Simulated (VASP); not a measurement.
Write the native input for VASP 6.6.1 that does the following.

| Item | Value |
| --- | --- |
| Task | single point |
| Functional | PBE |
| Potentials or basis | VASP PAW PBE potentials, release 64 (Zr_sv, Ti_sv, N) |
| Cutoff | 520 eV |
| k mesh | 12 × 12 × 6 |
| Occupations | gaussian, width 0.1 eV |
| Spin | no spin polarisation |
| Dipole correction | no |
| Further INCAR settings | ALGO = Normal; EDIFF = 1e-07; NBANDS = 38 |

The structure of ZrTiN lies in POSCAR:

```
ZrTiN
1.0
    3.1670757817      0.0000000000      0.0000000000
    0.0000000000      3.1670757817      0.0000000000
    0.0000000000      0.0000000000      7.7277280661
Zr Ti N
2 2 2
Direct
    0.0000000000      0.5000000000      0.6413217959
    0.5000000000      0.0000000000      0.3586782041
    0.0000000000      0.5000000000      0.0931792655
    0.5000000000      0.0000000000      0.9068207345
    0.0000000000      0.5000000000      0.3541352328
    0.5000000000      0.0000000000      0.6458647672
```

This cell differs from its parent crystal: volume scaled by 0.91, then relaxed in part.

These files were run (other wordings do the same):

INCAR

```
PREC = Accurate
ENCUT = 520
EDIFF = 1E-7
ISMEAR = 0
SIGMA = 0.1
LREAL = F
LASPH = T
NELM = 60
ALGO = Normal
ISIF = 2
LWAVE = F
LCHARG = T
GGA = PE
LELF = T
LVHAR = T
NBANDS = 38
```

KPOINTS

```
regular mesh
0
Gamma
  12 12 6
```

Potentials or basis: VASP PAW PBE potentials, release 64 (Zr_sv, Ti_sv, N).

Command:

```sh
$ cat potpaw_PBE.64/Zr_sv/POTCAR potpaw_PBE.64/Ti_sv/POTCAR potpaw_PBE.64/N/POTCAR > POTCAR
$ mpirun -np 1 vasp_std > vasp.out
```

Results of the run:

The pressure is 20.1 GPa and the largest force is 0.041 eV/Å. The band gap on the k mesh is zero (band 29 reaches 11.26 eV, above the bottom of band 30 at 10.14 eV).

Wall time 5.2 min on 1 thread of Intel Xeon 6975P-C (shared host), peak memory 0.39 GiB.
